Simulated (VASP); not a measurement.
# BaTiO3 (P1) in VASP: single point with PBEsol

Aim: the single point of BaTiO3 with PBEsol.

Program: VASP 6.6.1. These are calculated values, not measurements. Logs are shortened: lines on timing, memory, paths and dates and some standing lists are left out, and cuts for length are marked.

## 1. The cell of the first run

The typed cell holds 5 atoms: a = 3.990 Å, b = 4.000 Å, c = 4.039 Å, α = 89.09°, β = 90.43°, γ = 89.92°.

## 2. Single point, PBEsol

Input file INCAR:

```
SYSTEM = BaTiO3
  PREC = Accurate
  ENCUT = 1340
  EDIFF = 1E-6
  ISMEAR = 0
  SIGMA = 0.02
  LREAL = .False.
  LASPH = .True.
  NELM = 120
  ALGO = Normal
  ISIF = 2
  LWAVE = .False.
  LCHARG = .False.
  GGA = PS
  NBANDS = 28
  GGA_COMPAT = .False.
```

Input file KPOINTS:

```
Automatic mesh
0
Gamma
  1 1 1
  0 0 0
```

Input file POSCAR:

```
BaTiO3
1.0
    2.8193782869      1.6423719920      2.2963980085
   -2.8265732902      1.6079329908      2.3294340357
   -0.0334225516     -3.2905616540      2.3412718630
Ba Ti O
1 1 3
Direct
    0.0026354493      0.0148621033      0.0353983570
    0.5181817518      0.5016307606      0.5229100921
    0.4831800789      0.4750976295      0.9688660862
    0.4779043671      0.9706272881      0.4676554668
    1.0205296430      0.4990537475      0.4955453533
```

Potentials or basis: VASP PAW PBE potentials, release 64 (Ba_sv, Ti_sv, O_h).

Started as:

```
cat potpaw_PBE.64/Ba_sv/POTCAR potpaw_PBE.64/Ti_sv/POTCAR potpaw_PBE.64/O_h/POTCAR > POTCAR
mpirun -np 1 vasp_gam > vasp.out
```

OUTCAR:

```text
SYSTEM = BaTiO3
   PREC = Accurate
   ENCUT = 1340
   EDIFF = 1E-6
   ISMEAR = 0
   LREAL = .False.
   LASPH = .True.
   NELM = 120
   ISIF = 2
   GGA = PS

 ion  position               nearest neighbor table
   1  0.003  0.015  0.035-   4 2.57   3 2.67   5 2.71   4 2.74   5 2.76   3 2.78   5 2.89   3 2.90
                             4 2.99   3 3.01   5 3.03   4 3.10   2 3.40   2 3.41   2 3.43   2 3.46
   2  0.518  0.502  0.523-   3 1.81   4 1.89   5 1.99   5 2.01   4 2.15   1 3.40   1 3.41   1 3.43
                             1 3.46   1 3.48   1 3.50   1 3.51   1 3.59
   3  0.483  0.475  0.969-   2 1.81   1 2.67   1 2.78   1 2.90   1 3.01
   4  0.478  0.971  0.468-   2 1.89   2 2.15   1 2.57   1 2.74   1 2.99   1 3.10
   5  0.021  0.499  0.496-   2 1.99   2 2.01   1 2.71   1 2.76   1 2.89   1 3.03

  LATTYP: Found a triclinic cell.
 ALAT       =     6.9673386052
 B/A-ratio  =     1.2818474955
 C/A-ratio  =     0.5796505879
 COS(alpha) =     0.0003653220
 COS(beta)  =     0.5844568925
 COS(gamma) =     0.7700462139

  Lattice vectors:

 A1 = (   0.0406175549,   0.0402566712,  -6.9671039072)
 A2 = (  -2.8121832836,  -4.8926769748,  -6.9222300527)
 A3 = (   0.0334225516,   3.2905616540,  -2.3412718630)

Analysis of symmetry for initial positions (statically):
=====================================================================
 Subroutine PRICEL returns:
 Original cell was already a primitive cell.

 Routine SETGRP: Setting up the symmetry group for a
 triclinic supercell.

 Subroutine GETGRP returns: Found  1 space group operations
 (whereof  1 operations were pure point group operations)
 out of a pool of  2 trial point group operations.

The static configuration has the point symmetry C_1 .

Analysis of symmetry for dynamics (positions and initial velocities):
=====================================================================
 Subroutine PRICEL returns:
 Original cell was already a primitive cell.

 Routine SETGRP: Setting up the symmetry group for a
 triclinic supercell.

 Subroutine GETGRP returns: Found  1 space group operations
 (whereof  1 operations were pure point group operations)
 out of a pool of  2 trial point group operations.

The dynamic configuration has the point symmetry C_1 .

 Subroutine INISYM returns: Found  1 space group operations
 (whereof  1 operations are pure point group operations),
 and found     1 'primitive' translations

----------------------------------------------------------------------------------------

                                     Primitive cell

  volume of cell :      64.4480

  direct lattice vectors                    reciprocal lattice vectors
     2.819378287  1.642371992  2.296398009     0.177348406  0.101475892  0.145151924
    -2.826573290  1.607932991  2.329434036    -0.176912768  0.103613454  0.143098967
    -0.033422552 -3.290561654  2.341271863     0.002069002 -0.202620530  0.142372961

  length of vectors
     3.989952819  4.000153496  4.038621919     0.250636979  0.250022378  0.247647773

  position of ions in fractional coordinates (direct lattice)
     0.002635449  0.014862103  0.035398357
     0.518181752  0.501630761  0.522910092
     0.483180079  0.475097629  0.968866086
     0.477904367  0.970627288  0.467655467
     0.020529643  0.499053747  0.495545353

  ion indices of the primitive-cell ions
   primitive index   ion index
                 1           1
                 2           2
                 3           3
                 4           4
                 5           5

----------------------------------------------------------------------------------------

 KPOINTS: Automatic mesh

Automatic generation of k-mesh.
 Grid dimensions read from file:
 generate k-points for:    1    1    1

 Generating k-lattice:

  Cartesian coordinates                     Fractional coordinates (reciprocal lattice)
     0.177348406  0.101475892  0.145151924     1.000000000  0.000000000  0.000000000
    -0.176912768  0.103613454  0.143098967     0.000000000  1.000000000  0.000000000
     0.002069002 -0.202620530  0.142372961    -0.000000000  0.000000000  1.000000000

  Length of vectors
     0.250636979  0.250022378  0.247647773

  Shift w.r.t. Gamma in fractional coordinates (k-lattice)
     0.000000000  0.000000000  0.000000000

 Subroutine IBZKPT returns following result:
 ===========================================

 Found      1 irreducible k-points:

 Following reciprocal coordinates:
            Coordinates               Weight
  0.000000  0.000000  0.000000      1.000000
   k-points           NKPTS =      1   k-points in BZ     NKDIM =      1   number of bands    NBANDS=     28
   number of dos      NEDOS =    301   number of ions     NIONS =      5
   total plane-waves  NPLWV = 110592
   dimension x,y,z NGX =    48 NGY =   48 NGZ =   48
   dimension x,y,z NGXF=    96 NGYF=   96 NGZF=   96
   ions per type =               1   1   3
   NGX,Y,Z   is equivalent  to a cutoff of  20.00, 19.95, 19.76 a.u.
   NGXF,Y,Z  is equivalent  to a cutoff of  40.00, 39.90, 39.52 a.u.
 SYSTEM =  BaTiO3
   PREC   = accura    normal or accurate (medium, high low for compatibility)
   ISTART =      0    job   : 0-new  1-cont  2-samecut
   ICHARG =      2    charge: 1-file 2-atom 10-const
   ISPIN  =      1    spin polarized calculation?
   LNONCOLLINEAR =      F non collinear calculations
   LSORBIT =      F    spin-orbit coupling
   LASPH  =      T    aspherical Exc in radial PAW
   ENCUT  = 1340.0 eV  98.49 Ry    9.92 a.u.  11.91 11.94 12.05*2*pi/ulx,y,z
   NELM   =    120;   NELMIN=  2; NELMDL= -5     # of ELM steps
   EDIFF  = 0.1E-05   stopping-criterion for ELM
   LREAL  =      F    real-space projection
   EDIFFG = 0.1E-04   stopping-criterion for IOM
   NSW    =      0    number of steps for IOM
   IBRION =     -1    ionic relax: 0-MD 1-quasi-New 2-CG
   NFREE  =      0    steps in history (QN), initial steepest desc. (CG)
   ISIF   =      2    stress and relaxation
   ISYM   =      2    0-nonsym 1-usesym 2-fastsym
   POTIM  = 0.5000    time-step for ionic-motion
   TEBEG  =    0.0;   TEEND  =   0.0 temperature during run
   PSTRESS=    0.0 pullay stress
   NELECT =      40.0000    total number of electrons
   NUPDOWN=      -1.0000    fix difference up-down
   EMIN   =  10.00;   EMAX   =-10.00  energy-range for DOS
   EFERMI =   0.00;   METHOD = LEGACY
   ISMEAR =     0;   SIGMA  =   0.02  broadening in eV -4-tet -1-fermi 0-gaus
   EFERMI_NEDOS =   21; number of points for ismear=-14 and -15
   IALGO  =     38    algorithm
   IMIX   =      4    mixing-type and parameters
     AMIX     =   0.40;   BMIX     =  1.00
     AMIX_MAG =   1.60;   BMIX_MAG =  1.00
  volume/ion in A,a.u.               =      12.89        86.98
  Fermi-wavevector in a.u.,A,eV,Ry     =   1.396449  2.638905 26.532295  1.950069
  Thomas-Fermi vector in A             =   2.519802
   LORBIT       =      0    0 simple, 1 ext, 2 COOP (PROOUT), +10 PAW based schemes
   GGA     = PS    functional components
   LHFCALC =     F    Hartree Fock is set to
   AEXX    =    0.0000 exact exchange contribution
   IVDW    =     0    specifies the selected vdW correction
   LEPSILON=     F    determine dielectric tensor
   LRPA    =     F    only Hartree local field effects (RPA)
 non-spin polarized calculation
 Gauss-broadening in eV      SIGMA  =   0.02
  energy-cutoff  :     1340.00
  volume of cell :       64.45
 maximum number of plane-waves:      3570
 NGX is ok and might be reduce to    48
   NGX = 23   NGY = 23   NGZ = 25

 number of electron      40.0000000 magnetization

 Free energy of the ion-electron system (eV)
  ---------------------------------------------------
  ext. energy  EPLUGINS =         0.00000000
  ---------------------------------------------------
  free energy    TOTEN  =       -28.97029684 eV

  energy without entropy =      -28.97029684  energy(sigma->0) =      -28.97029684

 E-fermi :   4.9926     XC(G=0): -11.2859

 val. band max:        4.7330366155   @ k =   0.0000   0.0000   0.0000
 cond. band min:       5.9926316566   @ k =   0.0000   0.0000   0.0000
 fundamental gap:      1.2595950411
 Fermi energy:         4.9926058542

 k-point     1 :       0.0000    0.0000    0.0000
  band No.  band energies     occupation
      1     -52.2843      2.00000
      2     -28.7143      2.00000
      3     -28.6811      2.00000
      4     -28.5428      2.00000
      5     -20.7156      2.00000
      6     -12.1481      2.00000
[... 20 lines left out ...]
     27       9.4482      0.00000
     28      11.3155      0.00000

------------------------ aborting loop because EDIFF is reached ----------------------------------------

  FORCE on cell =-STRESS in cart. coord.  units (eV):
  Direction    XX          YY          ZZ          XY          YZ          ZX
  --------------------------------------------------------------------------------------
  -------------------------------------------------------------------------------------
  Total       13.8396589     13.6661729     19.6976376      0.4212734     -1.1690917      2.3402859
  in kB      344.0537962    339.7409357    489.6830934     10.4728518    -29.0636103     58.1794856
  external PRESSURE =     391.1592751 kB  Pullay stress =       0.0000000 kB

 VOLUME and BASIS-vectors are now :
 -----------------------------------------------------------------------------
  energy-cutoff  :     1340.00
  volume of cell :       64.45
      direct lattice vectors                 reciprocal lattice vectors
     2.819378287  1.642371992  2.296398009     0.177348406  0.101475892  0.145151924
    -2.826573290  1.607932991  2.329434036    -0.176912768  0.103613454  0.143098967
    -0.033422552 -3.290561654  2.341271863     0.002069002 -0.202620530  0.142372961

 POSITION                                       TOTAL-FORCE (eV/Angst)
 -----------------------------------------------------------------------------------
     -0.03576     -0.08825      0.12355        -0.605626     -1.835686      3.742619
      0.02558     -0.06303      3.58274        -1.276815     -6.163436     20.017073
     -0.01301     -1.63063      4.48466         1.075656      4.590699     -7.823070
     -1.41179      0.80675      4.45338         1.837249      1.592295     -8.282578
     -1.36929     -0.79446      2.36986        -1.030464      1.816129     -7.654043
 -----------------------------------------------------------------------------------
    total drift:                               -0.000085     -0.000056     -0.000486

  FREE ENERGIE OF THE ION-ELECTRON SYSTEM (eV)
  ---------------------------------------------------
  free  energy   TOTEN  =       -28.9702968417 eV

  energy  without entropy=      -28.9702968417  energy(sigma->0) =      -28.97029684
```

Wall time 11 s (1 thread of Intel Xeon 6975P-C (Granite Rapids), shared host); peak memory 0.31 GiB.

Results:

| Quantity | Value |
| --- | --- |
| Free energy | -28.9703 eV |
| Pressure | 39.1 GPa |
| Largest force | 20.983 eV/Å |

Forces in eV/Å, atoms in the order of the input:
```
Ba  -0.606 -1.836  3.743
Ti  -1.277 -6.163 20.017
O    1.076  4.591 -7.823
O    1.837  1.592 -8.283
O   -1.030  1.816 -7.654
```

Caveat: the k points lie up to 1.57 Å⁻¹ apart, too coarse for converged energies, forces and pressures; the PAW data sets were made with another functional, which shifts forces and pressure a little; spin-orbit coupling is left out, which moves the levels of the heavy elements.
